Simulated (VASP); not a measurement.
# MgAl6N8 (a cell with a defect) in VASP: single point with PBE

Aim: the single point of MgAl6N8 (a cell with a defect) with PBE.

Program: VASP 6.6.1. These are calculated values, not measurements. Logs are shortened: lines on timing, memory, paths and dates and some standing lists are left out, and cuts for length are marked.

### 1 The cell of the first run

The cell holds a defect, 15 atoms: a = 6.226 Å, b = 5.392 Å, c = 4.981 Å, α = 90.00°, β = 90.00°, γ = 90.00°.

### 2 Single point, PBE, collinear spin, ferromagnetic start

INCAR

```
  PREC = Accurate
  ENCUT = 520
  EDIFF = 1E-7
  ISMEAR = -1
  SIGMA = 0.02
  LREAL = Auto
  LASPH = T
  NELM = 150
  ALGO = Normal
  ISIF = 2
  LWAVE = F
  LCHARG = F
  ISPIN = 2
  MAGMOM = 1 0 0 0 0 0 0 0 0 0 0 0 0 0 0
  LORBIT = 11
  GGA = PE
  NBANDS = 47
  NELECT = 59.0
```

KPOINTS

```
Automatic mesh
0
Gamma
  2 2 2
```

POSCAR

```
MgAl6N8
1.0
   -3.1130000000     -5.3918740000      0.0000000000
    4.6695000000     -2.6959370000      0.0000000000
    0.0000000000      0.0000000000      4.9810000000
Mg Al N
1 6 8
Direct
    0.7451411072      0.1675543402      0.4875968602
    0.4982049967      0.6910795256      0.4921261656
    0.2454620539      0.8147671510      0.0022815371
    0.2373828552      0.1667515864      0.4946890327
    0.0075908944      0.3725510624      0.0345617333
    0.0024618647      0.6723171697      0.4942738143
    0.7586216695      0.8072052451      0.0000939446
    0.4767114742      0.3539034990      0.5044263512
    0.5005165683      0.7560953618      0.8533545692
    0.2465328977      0.8462207912      0.3673074864
    0.1131324532      0.1025560561      0.8454489374
    0.0116760099      0.3500234114      0.3801976713
    0.0047541888      0.6520584743      0.8649657120
    0.7538801582      0.8148112105      0.3621048838
    0.8979310480      0.0987719152      0.8565713008
```

Potentials or basis: VASP PAW PBE potentials, release 64 (Mg, Al, N).

Started as:

```sh
$ cat potpaw_PBE.64/Mg/POTCAR potpaw_PBE.64/Al/POTCAR potpaw_PBE.64/N/POTCAR > POTCAR
$ mpirun -np 1 vasp_std > vasp.out
```

OUTCAR:

```text
PREC = Accurate
   ENCUT = 520
   EDIFF = 1E-7
   ISMEAR = -1
   LREAL = Auto
   LASPH = T
   NELM = 150
   ISIF = 2
   ISPIN = 2
   LORBIT = 11
   GGA = PE
   NELECT = 59.0

 ion  position               nearest neighbor table
   1  0.745  0.168  0.488-   8 1.95  12 2.00  14 2.00  15 2.10   2 2.99   5 3.00   4 3.06   7 3.11
                             6 3.11   6 3.16   4 3.16   7 3.21   2 3.21   5 3.36
   2  0.498  0.691  0.492-   8 1.82   9 1.83  14 1.84  10 1.88   3 2.98   1 2.99   7 3.00   4 3.04
                             3 3.06   7 3.07   6 3.09   6 3.14   1 3.21   4 3.26
   3  0.245  0.815  0.002-   9 1.78  10 1.83  13 1.87  11 1.92   5 2.81   2 2.98   6 2.98   7 3.03
                             6 3.05   2 3.06   4 3.10   4 3.16   7 3.20   5 3.36
   4  0.237  0.167  0.495-   8 1.80  12 1.81  10 1.84  11 1.94   5 2.92   2 3.04   6 3.04   1 3.06
                             6 3.09   3 3.10   1 3.16   3 3.16   5 3.24   2 3.26
   5  0.008  0.373  0.035-  12 1.73  13 1.73  15 1.85  11 1.85   6 2.80   3 2.81   7 2.82   4 2.92
                             1 3.00   6 3.14   4 3.24   3 3.36   1 3.36
   6  0.002  0.672  0.494-  12 1.83  14 1.85  13 1.85  10 1.89   5 2.80   3 2.98   7 2.98   7 3.03
                             4 3.04   3 3.05   2 3.09   4 3.09   1 3.11   5 3.14   2 3.14   1 3.16
   7  0.759  0.807  0.000-   9 1.79  14 1.80  13 1.87  15 1.93   5 2.82   6 2.98   2 3.00   6 3.03
                             3 3.03   2 3.07   1 3.11   3 3.20   1 3.21
   8  0.477  0.354  0.504-   4 1.80   2 1.82   1 1.95
   9  0.501  0.756  0.853-   3 1.78   7 1.79   2 1.83
  10  0.247  0.846  0.367-   3 1.83   4 1.84   2 1.88   6 1.89
  11  0.113  0.103  0.845-  15 1.34   5 1.85   3 1.92   4 1.94
  12  0.012  0.350  0.380-   5 1.73   4 1.81   6 1.83   1 2.00
  13  0.005  0.652  0.865-   5 1.73   6 1.85   3 1.87   7 1.87
  14  0.754  0.815  0.362-   7 1.80   2 1.84   6 1.85   1 2.00
  15  0.898  0.099  0.857-  11 1.34   5 1.85   7 1.93   1 2.10

  LATTYP: Found a simple orthorhombic cell.
 ALAT       =     4.9810000000
 B/A-ratio  =     1.0824882801
 C/A-ratio  =     1.2499497808

  Lattice vectors:

 A1 = (   0.0000000000,   0.0000000000,  -4.9810000000)
 A2 = (   4.6695000000,  -2.6959370000,   0.0000000000)
 A3 = (  -3.1130000000,  -5.3918740000,   0.0000000000)

Analysis of symmetry for initial positions (statically):
=====================================================================
 Subroutine PRICEL returns:
 Original cell was already a primitive cell.

 Routine SETGRP: Setting up the symmetry group for a
 simple orthorhombic supercell.

 Subroutine GETGRP returns: Found  1 space group operations
 (whereof  1 operations were pure point group operations)
 out of a pool of  8 trial point group operations.

The static configuration has the point symmetry C_1 .

Analysis of symmetry for dynamics (positions and initial velocities):
=====================================================================
 Subroutine PRICEL returns:
 Original cell was already a primitive cell.

 Routine SETGRP: Setting up the symmetry group for a
 simple orthorhombic supercell.

 Subroutine GETGRP returns: Found  1 space group operations
 (whereof  1 operations were pure point group operations)
 out of a pool of  8 trial point group operations.

The dynamic configuration has the point symmetry C_1 .

Analysis of structural, dynamic, and magnetic symmetry:
=====================================================================
 Subroutine PRICEL returns:
 Original cell was already a primitive cell.

 Routine SETGRP: Setting up the symmetry group for a
 simple orthorhombic supercell.

 Subroutine GETGRP returns: Found  1 space group operations
 (whereof  1 operations were pure point group operations)
 out of a pool of  8 trial point group operations.

The overall configuration has the point symmetry C_1 .

 Subroutine INISYM returns: Found  1 space group operations
 (whereof  1 operations are pure point group operations),
 and found     1 'primitive' translations

----------------------------------------------------------------------------------------

                                     Primitive cell

  volume of cell :     167.2112

  direct lattice vectors                    reciprocal lattice vectors
    -3.113000000 -5.391874000  0.000000000    -0.080308384 -0.139098206  0.000000000
[... 107 lines left out ...]
   NUPDOWN=      -1.0000    fix difference up-down
   EMIN   =  10.00;   EMAX   =-10.00  energy-range for DOS
   EFERMI =   0.00;   METHOD = LEGACY
   ISMEAR =    -1;   SIGMA  =   0.02  broadening in eV -4-tet -1-fermi 0-gaus
   EFERMI_NEDOS =   21; number of points for ismear=-14 and -15
   IALGO  =     38    algorithm
   IMIX   =      4    mixing-type and parameters
     AMIX     =   0.40;   BMIX     =  1.00
     AMIX_MAG =   1.60;   BMIX_MAG =  1.00
  volume/ion in A,a.u.               =      11.15        75.23
  Fermi-wavevector in a.u.,A,eV,Ry     =   1.156832  2.186096 18.208143  1.338261
  Thomas-Fermi vector in A             =   2.293449
   LORBIT       =     11    0 simple, 1 ext, 2 COOP (PROOUT), +10 PAW based schemes
   GGA     = PE    functional components
   LHFCALC =     F    Hartree Fock is set to
   AEXX    =    0.0000 exact exchange contribution
   IVDW    =     0    specifies the selected vdW correction
   LEPSILON=     F    determine dielectric tensor
   LRPA    =     F    only Hartree local field effects (RPA)
 spin polarized calculation
  energy-cutoff  :      520.00
  volume of cell :      167.21
 maximum number of plane-waves:      4540
 NGX is ok and might be reduce to    48
   NGX = 23   NGY = 21   NGZ = 19

 number of electron      58.9999999 magnetization       1.4997158

 Free energy of the ion-electron system (eV)
  ---------------------------------------------------
  ext. energy  EPLUGINS =         0.00000000
  ---------------------------------------------------
  free energy    TOTEN  =      -106.38032113 eV

  energy without entropy =     -106.37360948  energy(sigma->0) =     -106.37696531

 E-fermi :   4.7771     XC(G=0): -10.1575

 val. band max:        4.7047340945   @ k =   0.0000   0.0000   0.0000
 cond. band min:       4.7871746753   @ k =   0.0000   0.0000   0.0000
 fundamental gap:      0.0824405808
 Fermi energy:         4.7770557448

 spin component 1

 k-point     1 :       0.0000    0.0000    0.0000
  band No.  band energies     occupation
      1     -15.5414      1.00000
      2      -9.9975      1.00000
      3      -8.7601      1.00000
      4      -8.5130      1.00000
      5      -8.2655      1.00000
      6      -7.8220      1.00000
[... 341 lines left out ...]
     40      13.5120      0.00000
     41      13.7490      0.00000
 Fermi energy:         4.7770557448

 spin component 2

 k-point     1 :       0.0000    0.0000    0.0000
  band No.  band energies     occupation
      1     -15.0552      1.00000
      2      -9.9176      1.00000
      3      -8.6791      1.00000
      4      -8.4016      1.00000
      5      -8.1723      1.00000
      6      -7.6865      1.00000
[... 341 lines left out ...]
     40      13.6161      0.00000
     41      13.8115      0.00000
 [bands above 41 left out]

------------------------ aborting loop because EDIFF is reached ----------------------------------------

  FORCE on cell =-STRESS in cart. coord.  units (eV):
  Direction    XX          YY          ZZ          XY          YZ          ZX
  --------------------------------------------------------------------------------------
  -------------------------------------------------------------------------------------
  Total       15.1452776      7.1765891     13.3234374     -5.0071921     -0.9000142      0.2201299
  in kB      145.1183819     68.7643385    127.6619502    -47.9777024     -8.6237178      2.1092314
  external PRESSURE =     113.8482235 kB  Pullay stress =       0.0000000 kB

 VOLUME and BASIS-vectors are now :
 -----------------------------------------------------------------------------
  energy-cutoff  :      520.00
  volume of cell :      167.21
      direct lattice vectors                 reciprocal lattice vectors
    -3.113000000 -5.391874000  0.000000000    -0.080308384 -0.139098206  0.000000000
     4.669500000 -2.695937000  0.000000000     0.160616768 -0.092732137  0.000000000
     0.000000000  0.000000000  4.981000000     0.000000000  0.000000000  0.200762899

 POSITION                                       TOTAL-FORCE (eV/Angst)
 -----------------------------------------------------------------------------------
     -1.53723     -4.46942      2.42872         0.170489      0.033782     -0.012401
      1.67608     -4.54937      2.45128        -0.136715      0.119768     -0.016577
      3.04043     -3.52006      0.01136         0.149049      0.133807      0.026162
      0.03967     -1.72949      2.46405         0.069441     -0.350411     -0.103909
      1.71600     -1.04530      0.17215        -0.010372      0.043149     -0.134681
      3.13172     -1.82580      2.46198        -0.071138     -0.019893      0.053831
      1.40766     -6.26657      0.00047        -0.128418     -0.128528     -0.012957
      0.16855     -3.52447      2.51255        -0.030972      0.137272      0.046834
      1.97248     -4.73711      4.25056        -0.022393     -0.057716     -0.150895
      3.18397     -3.61063      1.82956        -0.069216      0.032162      0.011216
      0.12670     -0.88648      4.21118        -0.182961     -0.056917      0.174508
      1.59809     -1.00660      1.89376         0.034221      0.052004      0.041808
      3.02999     -1.78354      4.30839         0.011631     -0.024667      0.027599
      1.45793     -6.26151      1.80364        -0.017656      0.057738      0.028357
     -2.33404     -5.10781      4.26658         0.235009      0.028449      0.021106
 -----------------------------------------------------------------------------------
    total drift:                                0.003880     -0.004875     -0.001168

  FREE ENERGIE OF THE ION-ELECTRON SYSTEM (eV)
  ---------------------------------------------------
  free  energy   TOTEN  =      -106.3803211335 eV

  energy  without entropy=     -106.3736094811  energy(sigma->0) =     -106.37696531

 total charge

# of ion       s       p       d       tot
------------------------------------------
    1        0.189   0.206   0.073   0.468
    2        0.372   0.465   0.000   0.837
    3        0.382   0.470   0.000   0.852
    4        0.381   0.465   0.000   0.846
    5        0.407   0.527   0.000   0.934
    6        0.371   0.460   0.000   0.830
    7        0.382   0.472   0.000   0.854
    8        1.263   2.457   0.000   3.721
    9        1.254   2.550   0.000   3.804
   10        1.228   2.651   0.000   3.879
   11        1.261   2.596   0.000   3.857
   12        1.241   2.676   0.000   3.917
   13        1.236   2.700   0.000   3.936
   14        1.233   2.630   0.000   3.863
   15        1.270   2.541   0.000   3.811
--------------------------------------------------
tot         12.469  23.867   0.073  36.409

 magnetization (x)

# of ion       s       p       d       tot
------------------------------------------
    1        0.002   0.009   0.003   0.014
    2       -0.001   0.001   0.000   0.001
    3        0.001   0.007   0.000   0.008
    4        0.003   0.013   0.000   0.015
    5       -0.002   0.009   0.000   0.007
    6       -0.000   0.001   0.000   0.000
    7       -0.001   0.004   0.000   0.004
    8        0.001   0.008   0.000   0.009
    9        0.004   0.140   0.000   0.144
   10        0.002   0.039   0.000   0.042
   11        0.007   0.289   0.000   0.296
   12        0.000   0.024   0.000   0.024
   13        0.000   0.031   0.000   0.032
   14        0.002   0.037   0.000   0.039
   15        0.010   0.379   0.000   0.389
--------------------------------------------------
tot          0.029   0.992   0.003   1.024
```

Wall time 6.9 min (1 thread of Intel Xeon Platinum 8375C at 2.90GHz (Ice Lake), shared host); peak memory 0.37 GiB.

What came out:

| Item | Value |
| --- | --- |
| Free energy | -106.3803 eV |
| Largest force | 0.372 eV/Å |
| Net moment | 1.50 μB per cell |
| Site moments | Mg +0.01; Al +0.00, +0.01; N +0.01, +0.14, +0.04, +0.30, +0.02, +0.03, +0.39 μB |
| Valence electrons inside the program's atomic spheres | Mg 0.47; Al 0.84, 0.85, 0.93, 0.83; N 3.72, 3.80, 3.88, 3.86, 3.92, 3.94, 3.81 |

Forces in eV/Å, atoms in the order of the input:
```
Mg   0.170  0.034 -0.012
Al  -0.137  0.120 -0.017
Al   0.149  0.134  0.026
Al   0.069 -0.350 -0.104
Al  -0.010  0.043 -0.135
Al  -0.071 -0.020  0.054
Al  -0.128 -0.129 -0.013
N   -0.031  0.137  0.047
N   -0.022 -0.058 -0.151
N   -0.069  0.032  0.011
N   -0.183 -0.057  0.175
N    0.034  0.052  0.042
N    0.012 -0.025  0.028
N   -0.018  0.058  0.028
N    0.235  0.028  0.021
```

Caveat: the k points lie up to 0.63 Å⁻¹ apart; the cell carries a net charge on a neutralising background, which shifts energy and pressure; the cell is charged against a uniform background, so pressure and absolute levels hang on convention.
